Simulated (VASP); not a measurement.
# GaN (F-43m) in VASP: further runs, part 2 of 2

VASP 6.6.1.

## Step 4: Single point, PBE

This run uses another cell than the first one, of 11.76 Å³/atom.

INCAR reads:

```
SYSTEM = GaN
PREC = Accurate
ENCUT = 520
EDIFF = 1E-6
ISMEAR = -1
SIGMA = 0.02
LREAL = .FALSE.
LASPH = .TRUE.
NELM = 100
ALGO = Normal
ISIF = 2
LWAVE = .FALSE.
LCHARG = .FALSE.
GGA = PE
NBANDS = 16
```

KPOINTS reads:

```
Automatic mesh
0
G
  10 10 10
  0 0 0
```

POSCAR reads:

```
GaN
1.0
    0.0000000000      2.2741788541      2.2741788541
    2.2741788541      0.0000000000      2.2741788541
    2.2741788541      2.2741788541      0.0000000000
Ga N
1 1
Direct
    0.0000000000      0.0000000000      0.0000000000
    0.2500000000      0.2500000000      0.2500000000
```

Potentials or basis: VASP PAW PBE potentials, release 64 (Ga_d, N).

Command:

```
cat potpaw_PBE.64/Ga_d/POTCAR potpaw_PBE.64/N/POTCAR > POTCAR
mpirun -np 1 vasp_std > vasp.out
```

OUTCAR:

```text
SYSTEM = GaN
   PREC = Accurate
   ENCUT = 520
   EDIFF = 1E-6
   ISMEAR = -1
   LREAL = .FALSE.
   LASPH = .TRUE.
   NELM = 100
   ISIF = 2
   GGA = PE

 ion  position               nearest neighbor table
   1  0.000  0.000  0.000-   2 1.97   2 1.97   2 1.97   2 1.97
   2  0.250  0.250  0.250-   1 1.97   1 1.97   1 1.97   1 1.97

  LATTYP: Found a face centered cubic cell.
 ALAT       =     4.5483577082

  Lattice vectors:

 A1 = (   0.0000000000,   2.2741788541,   2.2741788541)
 A2 = (   2.2741788541,   0.0000000000,   2.2741788541)
 A3 = (   2.2741788541,   2.2741788541,   0.0000000000)

Analysis of symmetry for initial positions (statically):
=====================================================================
 Subroutine PRICEL returns:
 Original cell was already a primitive cell.

 Routine SETGRP: Setting up the symmetry group for a
 face centered cubic supercell.

 Subroutine GETGRP returns: Found 24 space group operations
 (whereof 24 operations were pure point group operations)
 out of a pool of 48 trial point group operations.

The static configuration has the point symmetry T_d .

Analysis of symmetry for dynamics (positions and initial velocities):
=====================================================================
 Subroutine PRICEL returns:
 Original cell was already a primitive cell.

 Routine SETGRP: Setting up the symmetry group for a
 face centered cubic supercell.

 Subroutine GETGRP returns: Found 24 space group operations
 (whereof 24 operations were pure point group operations)
 out of a pool of 48 trial point group operations.

The dynamic configuration has the point symmetry T_d .

 Subroutine INISYM returns: Found 24 space group operations
 (whereof 24 operations are pure point group operations),
 and found     1 'primitive' translations

[... 111 lines left out ...]
   IALGO  =     38    algorithm
   IMIX   =      4    mixing-type and parameters
     AMIX     =   0.40;   BMIX     =  1.00
     AMIX_MAG =   1.60;   BMIX_MAG =  1.00
  volume/ion in A,a.u.               =      11.76        79.37
  Fermi-wavevector in a.u.,A,eV,Ry     =   1.497377  2.829632 30.506123  2.242137
  Thomas-Fermi vector in A             =   2.609272
   LORBIT       =      0    0 simple, 1 ext, 2 COOP (PROOUT), +10 PAW based schemes
   GGA     = PE    functional components
   LHFCALC =     F    Hartree Fock is set to
   AEXX    =    0.0000 exact exchange contribution
   IVDW    =     0    specifies the selected vdW correction
   LEPSILON=     F    determine dielectric tensor
   LRPA    =     F    only Hartree local field effects (RPA)
 non-spin polarized calculation
  energy-cutoff  :      520.00
  volume of cell :       23.52
 maximum number of plane-waves:       644
   NGX = 11   NGY = 11   NGZ = 11

 number of electron      17.9999986 magnetization

 Free energy of the ion-electron system (eV)
  ---------------------------------------------------
  ext. energy  EPLUGINS =         0.00000000
  ---------------------------------------------------
  free energy    TOTEN  =       -12.15355405 eV

  energy without entropy =      -12.15355405  energy(sigma->0) =      -12.15355405

 E-fermi :   5.3626     XC(G=0): -11.5211

 val. band max:        4.9877118075   @ k =   0.0000   0.0000   0.0000
 cond. band min:       6.5352858164   @ k =   0.0000   0.0000   0.0000
 fundamental gap:      1.5475740090
 Fermi energy:         5.3625895701

 k-point     1 :       0.0000    0.0000    0.0000
  band No.  band energies     occupation
      1     -10.7156      2.00000
      2      -8.4349      2.00000
      3      -8.4349      2.00000
      4      -8.4349      2.00000
      5      -8.1420      2.00000
      6      -8.1420      2.00000
[... 433 lines left out ...]
      3      -8.2284      2.00000
      4      -8.2283      2.00000
      5      -8.0860      2.00000
      6      -7.1849      2.00000
[... 8 lines left out ...]
     15      26.8492      0.00000
     16      27.1182      0.00000

 [... further k-points ...]

------------------------ aborting loop because EDIFF is reached ----------------------------------------

  FORCE on cell =-STRESS in cart. coord.  units (eV):
  Direction    XX          YY          ZZ          XY          YZ          ZX
  --------------------------------------------------------------------------------------
  -------------------------------------------------------------------------------------
  Total        0.0177914      0.0177914      0.0177914     -0.0000000     -0.0000000     -0.0000000
  in kB        1.2117618      1.2117618      1.2117618     -0.0000000     -0.0000000     -0.0000000
  external PRESSURE =       1.2117618 kB  Pullay stress =       0.0000000 kB

 VOLUME and BASIS-vectors are now :
 -----------------------------------------------------------------------------
  energy-cutoff  :      520.00
  volume of cell :       23.52
      direct lattice vectors                 reciprocal lattice vectors
     0.000000000  2.274178854  2.274178854    -0.219859577  0.219859577  0.219859577
     2.274178854  0.000000000  2.274178854     0.219859577 -0.219859577  0.219859577
     2.274178854  2.274178854  0.000000000     0.219859577  0.219859577 -0.219859577

 POSITION                                       TOTAL-FORCE (eV/Angst)
 -----------------------------------------------------------------------------------
      0.00000      0.00000      0.00000         0.000000      0.000000      0.000000
      1.13709      1.13709      1.13709        -0.000000     -0.000000     -0.000000
 -----------------------------------------------------------------------------------
    total drift:                                0.000002      0.000002      0.000001

  FREE ENERGIE OF THE ION-ELECTRON SYSTEM (eV)
  ---------------------------------------------------
  free  energy   TOTEN  =       -12.1535540522 eV

  energy  without entropy=      -12.1535540522  energy(sigma->0) =      -12.15355405
```

OSZICAR:

```text
N       E                     dE             d eps       ncg     rms          rms(c)
DAV:   1     0.793768964199E+02    0.79377E+02   -0.94353E+03  1712   0.202E+03
DAV:   2    -0.839196066242E+01   -0.87769E+02   -0.81862E+02  1736   0.325E+02
DAV:   3    -0.140488052872E+02   -0.56568E+01   -0.56365E+01  1744   0.694E+01
DAV:   4    -0.141104852434E+02   -0.61680E-01   -0.61675E-01  1936   0.790E+00
DAV:   5    -0.141113474925E+02   -0.86225E-03   -0.86224E-03  1776   0.829E-01    0.762E+00
DAV:   6    -0.121559319913E+02    0.19554E+01   -0.49463E+00  2264   0.389E+01    0.269E+00
DAV:   7    -0.121613700636E+02   -0.54381E-02   -0.30614E-01  1640   0.668E+00    0.176E+00
DAV:   8    -0.121577570478E+02    0.36130E-02   -0.63433E-02  1688   0.319E+00    0.839E-01
DAV:   9    -0.121532357166E+02    0.45213E-02   -0.13969E-02  2272   0.258E+00    0.222E-01
DAV:  10    -0.121536444562E+02   -0.40874E-03   -0.14145E-03  1696   0.482E-01    0.115E-01
DAV:  11    -0.121535492146E+02    0.95242E-04   -0.26204E-04  2216   0.257E-01    0.780E-03
DAV:  12    -0.121535542642E+02   -0.50497E-05   -0.29648E-05  1688   0.497E-02    0.823E-03
DAV:  13    -0.121535540522E+02    0.21199E-06   -0.54764E-07  1360   0.126E-02
   1 F= -.12153554E+02 E0= -.12153554E+02  d E =-.180242E-10
```

It took 8.6 s on 1 thread of AMD EPYC 9R45 (Zen 5), shared host; peak memory 0.12 GiB.

What came out:

```yaml
Free_energy: -12.1536 eV
Pressure: 0.1 GPa
Band_gap_on_the_k_mesh: 1.55 eV
```

Caveat: the structure was generated, so it needn't be the stable form of GaN.

## Step 5: Overview

```tsv
cell	k mesh	smearing	gap on the mesh (eV)	pressure (GPa)
a = 3.180 Å, angles 60.0°, 2 atoms	6 × 6 × 6	gaussian 0.01 eV	1.76	6.2
a = 3.180 Å, angles 60.0°, 2 atoms	10 × 10 × 10	fermi-dirac 0.02 eV	1.76	6.3
a = 3.216 Å, angles 60.0°, 2 atoms	10 × 10 × 10	fermi-dirac 0.02 eV	1.55	0.1
```

Alike in all rows: task single point; level PBE; potentials or basis VASP PAW PBE potentials, release 64 (Ga_d, N); no spin polarisation; cutoff (eV) 520.

Caveats: the structure was generated, so it needn't be the stable form of GaN; the cell stands under pressure (at least some runs).

Absolute energies hang on the potentials; compare differences alone.
